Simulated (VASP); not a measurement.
Write the native input for VASP 6.6.1 that does the following.

- Task: single point
- Functional: PBEsol
- Potentials or basis: VASP PAW PBE potentials, release 64 (Hf_pv, N)
- Cutoff: 520 eV
- k mesh: 22 × 22 × 22
- Occupations: gaussian, width 0.15 eV
- Spin: no spin polarisation
- Dipole correction: no
- Further INCAR settings: ALGO = Normal; EDIFF = 1e-06; NBANDS = 14

The structure of HfN lies in POSCAR:

```
HfN
1.0
    0.0000000000      2.3605281007      2.5065401481
    2.3605281007      0.0000000000      2.5065401481
    2.3605281007      2.3605281007      0.0000000000
Hf N
1 1
Direct
    0.0000000000      0.0000000000      0.0000000000
    0.7500000000      0.7500000000      0.7500000000
```

This cell differs from its parent crystal: strain -0.030 along x and y, +0.030 along z.

One way to write it, as run:

INCAR

```
SYSTEM = HfN
PREC     = Accurate       ! precision mode
ENCUT    = 520            ! plane-wave cutoff, eV
EDIFF    = 1E-6           ! SCF threshold, eV
ISMEAR   = 0              ! smearing method
SIGMA    = 0.15           ! smearing width, eV
LREAL    = .False.        ! projectors in reciprocal space
LASPH    = .True.         ! aspherical terms in the spheres
NELM     = 100            ! most SCF steps
ALGO     = Normal         ! electronic algorithm
ISIF     = 2              ! what is computed and relaxed
LWAVE    = .False.        ! write WAVECAR
LCHARG   = .True.         ! write CHGCAR
GGA      = PS             ! functional
LELF     = .True.         ! ELF
LVHAR    = .True.       
NBANDS   = 14             ! bands
```

KPOINTS

```
regular mesh
0
Gamma
  22 22 22
  0 0 0
```

Potentials or basis: VASP PAW PBE potentials, release 64 (Hf_pv, N).

Run with:

```bash
$ cat potpaw_PBE.64/Hf_pv/POTCAR potpaw_PBE.64/N/POTCAR > POTCAR
$ mpirun -np 1 vasp_std > vasp.out
```

It gave:

```yaml
Pressure: 5.8 GPa
Band_gap_on_the_k_mesh: zero (an odd number of electrons rules out a gap without spin polarisation)
```

Caveat: the cell differs from its parent crystal (strain -0.030 along x and y, +0.030 along z); the stress differs along the axes, from -1 to 9 GPa; the PAW data sets were made with another functional, which shifts forces and pressure a little; spin-orbit coupling is left out, which moves the levels of the heavy elements; an odd number of electrons without spin polarisation forces a metal; a magnetic or distorted state may lie lower.

Run time: 2.3 min on 1 thread of Intel(R) Xeon(R) 6975P-C (Granite Rapids), with other jobs on the host, peak memory 0.44 GiB.
